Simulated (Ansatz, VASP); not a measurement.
## Tl: VASP beside Ansatz

```
CELL_PARAMETERS angstrom
3.53901 0.00000 0.00000
-1.76951 3.06487 0.00000
0.00000 0.00000 5.56249
ATOMIC_POSITIONS crystal
Tl 0.33333 0.66667 0.25000
Tl 0.66667 0.33333 0.75000
```

Alike in both runs: task single point; functional r2SCAN; k mesh 17 × 17 × 9; occupations fermi-dirac, width 0.1 eV; no spin polarisation.

```csv
,VASP,Ansatz
version,VASP 6.6.1,Ansatz 0.2.0
potentials or method,"VASP PAW PBE potentials, release 64 (Tl_d), cutoff 520 eV","plane waves (500 eV) with PAW, scalar-relativistic"
valence electrons in the cell,26,26
```

|  | VASP | Ansatz | Ansatz less VASP |
| --- | --- | --- | --- |
| pressure (GPa) | 0.0 | 0.0 | +0.03 |
| traceless stress, the component that is largest in VASP (GPa) | 0.14 | 0.14 | -0.001 |

VASP's potentials were made for PBE, not for r2SCAN. With one functional, cell and mesh, what is left measures potentials, basis and numerics.

Neither program's run includes spin-orbit coupling.
